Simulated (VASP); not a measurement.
Write the native input for VASP 6.6.1 that does the following.

| Item | Value |
| --- | --- |
| Task | single point |
| Functional | PBE |
| Potentials or basis | VASP PAW PBE potentials, release 64 (Al) |
| Cutoff | 520 eV |
| k mesh | 10 × 10 × 10 |
| Occupations | gaussian, width 0.1 eV |
| Spin | no spin polarisation |
| Dipole correction | no |
| Further INCAR settings | ALGO = Normal; EDIFF = 1e-06; NBANDS = 12 |

The structure of Al lies in POSCAR:

```
Al
1.0
    3.9146890937      0.0000000000      0.0000000000
    0.0000000000      3.9146890937      0.0000000000
    0.0000000000      0.0000000000      3.9146890937
Al
3
Direct
    0.5000000000      0.5000000000      0.0000000000
    0.5000000000      0.0000000000      0.5000000000
    0.0000000000      0.5000000000      0.5000000000
```

These files were run (other wordings do the same):

INCAR

```
  ALGO = Normal
  EDIFF = 1E-6
  ENCUT = 520
  GGA = PE
  ISIF = 2
  ISMEAR = 0
  LASPH = True
  LCHARG = True
  LELF = True
  LREAL = False
  LVHAR = True
  LWAVE = False
  NBANDS = 12
  NELM = 100
  PREC = Accurate
  SIGMA = 0.1
```

KPOINTS

```
k-points
0
Gamma
  10 10 10
```

Potentials or basis: VASP PAW PBE potentials, release 64 (Al).

Run with:

```sh
$ cat potpaw_PBE.64/Al/POTCAR > POTCAR
$ mpirun -np 1 vasp_std > vasp.out
```

Results of the run:

```json
{"Pressure": "0.0 GPa"}
```

Run time: 34 s on 1 thread of Intel Xeon 8259CL, on a shared host, peak memory 0.17 GiB.
